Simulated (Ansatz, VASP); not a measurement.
One calculation of VO2, two programs

The input INCAR:

```
SYSTEM = VO2
PREC = Accurate
ENCUT = 600
EDIFF = 1E-6
ISMEAR = -1
SIGMA = 0.05
LREAL = .False.
LASPH = .True.
NELM = 200
ALGO = Normal
ISIF = 2
LWAVE = .False.
LCHARG = .True.
ISPIN = 2
MAGMOM = 2 2 0 0 0 0
LORBIT = 11
LMAXMIX = 4
GGA = RE
IVDW = 12
LELF = .True.
LVHAR = .True.
NBANDS = 38
GGA_COMPAT = .False.
```

File KPOINTS:

```
Automatic mesh
0
Gamma
  6 6 9
  0 0 0
```

Contents of POSCAR:

```
VO2
1.0
    4.4462864423      0.0000000000      0.0000000000
    0.0000000000      4.4462864423      0.0000000000
    0.0000000000      0.0000000000      3.0033037399
V O
2 4
Direct
    0.5000000000      0.5000000000      0.5000000000
    0.0000000000      0.0000000000      0.0000000000
    0.2003580000      0.7996420000      0.5000000000
    0.7996420000      0.2003580000      0.5000000000
    0.7003580000      0.7003580000      0.0000000000
    0.2996420000      0.2996420000      0.0000000000
```

Contents of input.yaml:

```yaml
crystal:
  lattice:
    - [4.4462864423, 0.0, 0.0]
    - [0.0, 4.4462864423, 0.0]
    - [0.0, 0.0, 3.0033037399]
  atoms:
    - { symbol: V, position: [0.5, 0.5, 0.5], spin: 2.0 }
    - { symbol: V, position: [0.0, 0.0, 0.0], spin: 2.0 }
    - { symbol: O, position: [0.200358, 0.799642, 0.5] }
    - { symbol: O, position: [0.799642, 0.200358, 0.5] }
    - { symbol: O, position: [0.700358, 0.700358, 0.0] }
    - { symbol: O, position: [0.299642, 0.299642, 0.0] }
hamiltonian:
  xc: revpbe
  pseudopotentials: { kind: paw }
  dispersion: d3bj
magnetization:
  spin_polarized: true
kpoints:
  mp_grid: { grid: [6, 6, 9] }
scf:
  occupations: { method: fermi_dirac, width: 0.05 }
output:
  forces: true
  stress: true
  eigenvalues: true
  write_density: true
  write_potential: true
  elf: true
  volumetric_format: npy
```

Alike in both runs: task single point; functional revPBE; dispersion D3(BJ); k mesh 6 × 6 × 9; occupations fermi-dirac, width 0.05 eV; collinear spin.

|  | VASP | Ansatz |
| --- | --- | --- |
| version | VASP 6.6.1 | Ansatz 0.2.0 |
| potentials or method | VASP PAW PBE potentials, release 64 (V_sv, O) | Ansatz PAW |
| plane-wave cutoff (eV) | 600 | 420 |
| valence electrons in the cell | 50 | 50 |

Ansatz gave:

- gap on the k mesh at the Fermi level (eV): none
- pressure (GPa): -3.7
- traceless stress, the component that is largest in VASP (GPa): -12.45
- rms of the force components (eV/Å): 0.095
- net moment per atom (μB): 0.33
- size of the moment on the site where the two differ most (μB): 0.84

Problem. What did VASP give for the same quantities?

Solution. gap on the k mesh at the Fermi level (eV): none; pressure (GPa): -3.2; traceless stress, the component that is largest in VASP (GPa): -12.26; rms of the force components (eV/Å): 0.093; net moment per atom (μB): 0.33; size of the moment on the site where the two differ most (μB): 1.08.

VASP's potentials were made for PBE, not for revPBE. Site moments also hang on the region over which each program counts them. Atom by atom the forces differ by 0.002 eV/Å (rms over components). A gap of «none» marks a metal or a gap that the smearing closes.
